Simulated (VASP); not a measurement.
# GaCuSe2 (I-42d) in VASP: notebook, part 2 of 2

VASP 6.6.1. The steps go on from the part before.

## Step 4: Single point, PBEsol

The input, INCAR:

```
ALGO     = Normal         # electronic algorithm
EDIFF    = 1E-6           # SCF threshold, eV
ENCUT    = 520            # plane-wave cutoff, eV
GGA      = PS             # functional
ISIF     = 2              # what is computed and relaxed
ISMEAR   = -1             # smearing method
LASPH    = T              # aspherical terms in the spheres
LCHARG   = F              # write CHGCAR
LREAL    = F              # projectors in reciprocal space
LWAVE    = F              # write WAVECAR
NBANDS   = 46             # bands
NELM     = 60             # most SCF steps
PREC     = Accurate       # precision mode
SIGMA    = 0.05           # smearing width, eV
```

The input, KPOINTS:

```
k-points
0
Gamma
  7 7 7
```

The input, POSCAR:

```
GaCuSe2
1.0
   -2.7849395738      2.7849395738      5.5372763474
    2.7849395738     -2.7849395738      5.5372763474
    2.7849395738      2.7849395738     -5.5372763474
Se Ga Cu
4 2 2
Direct
    0.1167862841      0.6250000000     -0.0082137159
    0.8750000000      0.8832137159      0.5082137159
    0.6332137159      0.1250000000      1.0082137159
    0.3750000000      0.3667862841      0.4917862841
    0.2500000000      0.7500000000      0.5000000000
    0.5000000000      0.5000000000      0.0000000000
    0.7500000000      0.2500000000      0.5000000000
    0.0000000000      0.0000000000      0.0000000000
```

Potentials or basis: VASP PAW PBE potentials, release 64 (Se, Ga_d, Cu).

Started as:

```console
$ cat potpaw_PBE.64/Se/POTCAR potpaw_PBE.64/Ga_d/POTCAR potpaw_PBE.64/Cu/POTCAR > POTCAR
$ mpirun -np 1 vasp_std > vasp.out
```

OUTCAR:

```text
EDIFF = 1E-6
   ENCUT = 520
   GGA = PS
   ISIF = 2
   ISMEAR = -1
   LASPH = T
   LREAL = F
   NELM = 60
   PREC = Accurate

 ion  position               nearest neighbor table
   1  0.117  0.625  0.992-   7 2.38   8 2.38   5 2.43   6 2.43
   2  0.875  0.883  0.508-   8 2.38   7 2.38   5 2.43   6 2.43
   3  0.633  0.125  0.008-   7 2.38   8 2.38   6 2.43   5 2.43
   4  0.375  0.367  0.492-   7 2.38   8 2.38   6 2.43   5 2.43
[... 1393 lines left out ...]
  -------------------------------------------------------------------------------------
  Total        0.2173928      0.2173928      0.2163144      0.0000000      0.0000000      0.0000000
  in kB        2.0275329      2.0275329      2.0174758      0.0000000      0.0000000      0.0000000
  external PRESSURE =       2.0241805 kB  Pullay stress =       0.0000000 kB

 VOLUME and BASIS-vectors are now :
 -----------------------------------------------------------------------------
  energy-cutoff  :      520.00
  volume of cell :      171.79
      direct lattice vectors                 reciprocal lattice vectors
    -2.784939574  2.784939574  5.537276347     0.000000000  0.179537109  0.090297101
     2.784939574 -2.784939574  5.537276347     0.179537109  0.000000000  0.090297101
     2.784939574  2.784939574 -5.537276347     0.179537109  0.179537109  0.000000000

 POSITION                                       TOTAL-FORCE (eV/Angst)
 -----------------------------------------------------------------------------------
      4.17741      1.34672     -1.38432        -0.000000      0.024833      0.000000
      1.43822      1.39247      6.92160        -0.024833     -0.000000     -0.000000
     -1.39247      1.43822      4.15296        -0.000000     -0.024833     -0.000000
      1.34672      1.39247      1.38432         0.024833      0.000000      0.000000
      2.78494     -0.00000      2.76864        -0.000000      0.000000     -0.000000
      0.00000      0.00000      5.53728        -0.000000     -0.000000     -0.000000
     -0.00000      2.78494      2.76864        -0.000000      0.000000     -0.000000
      0.00000      0.00000      0.00000        -0.000000     -0.000000     -0.000000
 -----------------------------------------------------------------------------------
    total drift:                                0.000003      0.000003      0.000002

  FREE ENERGIE OF THE ION-ELECTRON SYSTEM (eV)
  ---------------------------------------------------
  free  energy   TOTEN  =       -34.4075714933 eV

  energy  without entropy=      -34.4069163996  energy(sigma->0) =      -34.40724395
```

OSZICAR:

```text
N       E                     dE             d eps       ncg     rms          rms(c)
DAV:   1     0.720579056045E+03    0.72058E+03   -0.31131E+04  3858   0.210E+03
DAV:   2     0.990927521064E+02   -0.62149E+03   -0.59679E+03  3700   0.571E+02
DAV:   3    -0.265049785582E+02   -0.12560E+03   -0.12176E+03  4446   0.209E+02
DAV:   4    -0.361147104982E+02   -0.96097E+01   -0.94965E+01  5096   0.573E+01
DAV:   5    -0.364004179479E+02   -0.28571E+00   -0.28520E+00  5120   0.110E+01    0.133E+01
DAV:   6    -0.368621240886E+02   -0.46171E+00   -0.40450E+01  5044   0.990E+01    0.101E+01
DAV:   7    -0.343425867673E+02    0.25195E+01   -0.94884E+00  4708   0.712E+01    0.375E+00
DAV:   8    -0.345297925986E+02   -0.18721E+00   -0.41690E+00  5912   0.260E+01    0.319E+00
DAV:   9    -0.344070114790E+02    0.12278E+00   -0.10971E+00  5204   0.177E+01    0.535E-01
DAV:  10    -0.344071909085E+02   -0.17943E-03   -0.65672E-02  5736   0.443E+00    0.238E-01
DAV:  11    -0.344076711986E+02   -0.48029E-03   -0.13452E-02  5548   0.180E+00    0.115E-01
DAV:  12    -0.344075562106E+02    0.11499E-03   -0.19972E-03  5444   0.792E-01    0.152E-02
DAV:  13    -0.344075697306E+02   -0.13520E-04   -0.15998E-04  5382   0.135E-01    0.106E-02
DAV:  14    -0.344075723543E+02   -0.26237E-05   -0.18599E-05  4646   0.692E-02    0.638E-03
DAV:  15    -0.344075714933E+02    0.86101E-06   -0.44154E-06  3512   0.449E-02
   1 F= -.34407571E+02 E0= -.34407244E+02  d E =-.655094E-03
```

stdout:

```text
POSCAR found type information on POSCAR SeGaCu
 POSCAR found :  3 types and       8 ions
 scaLAPACK will be used
 -----------------------------------------------------------------------------
|                                                                             |
|                                                                             |
|     You enforced a specific xc type in the INCAR file but a different       |
|     I HOPE YOU KNOW WHAT YOU ARE DOING!                                     |
|                                                                             |
 -----------------------------------------------------------------------------

 LDA part: xc-table for (Slater+PW92), standard interpolation
 POSCAR, INCAR and KPOINTS ok, starting setup
 FFT: planning ... GRIDC
 FFT: planning ... GRID_SOFT
 FFT: planning ... GRID
 WAVECAR not read
 entering main loop
```

Run time: 23 min. Hardware: 1 thread of Oxide Virtual Turin-like, shared host; peak memory 0.53 GiB.

Results:

* Free energy: -34.4076 eV
* Pressure: 0.2 GPa
* Largest force: 0.025 eV/Å
* Band gap on the k mesh: 0.14 eV, direct

Forces in eV/Å, atoms in the order of the input:
```
Se   0.000  0.025  0.000
Se  -0.025  0.000  0.000
Se   0.000 -0.025  0.000
Se   0.025  0.000  0.000
Ga   0.000  0.000  0.000
Ga   0.000  0.000  0.000
Cu   0.000  0.000  0.000
Cu   0.000  0.000  0.000
```

Levels at points of the mesh, in eV from the valence-band top:
```
           k point  band 33  band 34  band 35  band 36  band 37  band 38  band 39  band 40
(0.00, 0.00, 0.00)    -1.73    -0.09    -0.09     0.00     0.14     1.78     2.09     3.89
```

Caveat: the PAW data sets were made with another functional, which shifts forces and pressure a little.

## Step 5: How close it comes

Step 2. Against the measured gap of GaCuSe2, 1.72 eV (“Growth and anisotropy of transport properties of CuGaSe2 single crystals”, 2018, pmc:6251020), the calculated 0.14 eV is off by -1.58 eV. So large a miss can be the level of theory's own, or it may mean another phase, state or a wrong row. 2 values of this kind are on record in papers (1.7 to 1.72 eV); this one was drawn at random among those near their median. Spin-orbit coupling on Ga, Se is left out. The value is that of PBEsol, without temperature or zero-point motion. Semilocal functionals fall short of measured gaps as a rule.

Step 3. Against the measured gap of GaCuSe2, 1.7 eV (“Growth and anisotropy of transport properties of CuGaSe2 single crystals”, 2018, pmc:6251020), the calculated 0.18 eV is off by -1.52 eV. So large a miss can be the level of theory's own, or it may mean another phase, state or a wrong row. 2 values of this kind are on record in papers (1.7 to 1.72 eV); this one was drawn at random among those near their median. Spin-orbit coupling on Ga, Se is left out. The value is that of PBEsol, without temperature or zero-point motion. Semilocal functionals fall short of measured gaps as a rule.

Step 4. Measured gap of GaCuSe2: 1.7 eV (“Growth and anisotropy of transport properties of CuGaSe2 single crystals”, 2018, pmc:6251020). This calculation gives 0.14 eV (-1.56 eV). So large a miss can be the level of theory's own, or it may mean another phase, state or a wrong row. 2 values of this kind are on record in papers (1.7 to 1.72 eV); this one was drawn at random among those near their median. Spin-orbit coupling on Ga, Se is left out. The value is that of PBEsol, without temperature or zero-point motion. Semilocal functionals fall short of measured gaps as a rule.
